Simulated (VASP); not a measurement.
Crystal: CO2.

```
CELL_PARAMETERS angstrom
3.51610 0.00000 0.00000
0.00000 3.51610 0.00000
0.00000 0.00000 4.10430
ATOMIC_POSITIONS crystal
C 0.00000 0.00000 0.00000
C 0.50000 0.50000 0.50000
O 0.23000 0.23000 0.00000
O 0.27000 0.73000 0.50000
O 0.77000 0.77000 0.00000
O 0.73000 0.27000 0.50000
```

* Program: VASP 6.6.1
* Task: relaxation of the atoms
* Functional: PBE
* Potentials or basis: VASP PAW PBE potentials, release 64 (C, O)
* Cutoff: 520 eV
* k mesh: 5 × 5 × 5
* Occupations: fermi-dirac, width 0.02 eV
* Spin: no spin polarisation

At the start: pressure 39.3 GPa; volume 8.46 Å³/atom.

Where does the relaxation end?

Over 4 steps the energy falls by 16.3 meV/atom; space group P4_2/mnm (No. 136, to 0.05 Å).

Step by step:
```csv
step,energy change (eV),largest force (eV/Å),pressure (GPa)
1,0.0000,2.4369,39.34
2,1.5535,7.5646,-7.08
3,-0.0979,0.0454,28.46
4,-0.0979,0.0020,28.64
```

Final structure:
```
C O
1.0
     3.51610    0.00000    0.00000
     0.00000    3.51610    0.00000
     0.00000    0.00000    4.10430
C O
2 4
Cartesian
  0.0000 0.0000 0.0000
  1.7580 1.7580 2.0522
  0.8232 0.8232 0.0000
  0.9348 2.5813 2.0522
  2.6929 2.6929 0.0000
  2.5813 0.9348 2.0522
```
